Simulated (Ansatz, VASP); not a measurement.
**NaB4: VASP beside Ansatz**

```
Na B
1.0
     4.44328    0.00000    0.00000
     0.00000    4.44328    0.00000
     0.00000    0.00000    4.44328
Na B
1 4
Cartesian
  2.2216 2.2216 2.2216
  0.0000 2.2216 2.2216
  2.2216 0.0000 2.2216
  2.2216 2.2216 0.0000
  0.0000 0.0000 0.0000
```

Alike in both runs: functional PBE; k mesh 4 × 4 × 4; occupations gaussian, width 0.2 eV; no spin polarisation.

Ansatz relaxed the structure, and its values are those at the end. VASP's run is a single point on that final structure, the one shown.

|  | VASP | Ansatz |
| --- | --- | --- |
| version | VASP 6.6.1 | Ansatz 0.2.0 |
| potentials or method | VASP PAW PBE potentials, release 64 (Na_pv, B), cutoff 500 eV | scalar-relativistic, plane waves, PAW |
| valence electrons in the cell | 19 | 21 |

Ansatz gave:

- gap on the k mesh at the Fermi level (eV): none
- pressure (GPa): 0.2

Question: Estimate VASP's values.

Answer: gap on the k mesh at the Fermi level (eV): none; pressure (GPa): 0.3.

A gap of «none» marks a metal or a gap that the smearing closes. The functional is the same, so the differences come from potentials, cutoffs and numerics. VASP's potentials hold 19 valence electrons a cell and Ansatz's 21, so a difference there can come from the potentials and not from the codes.
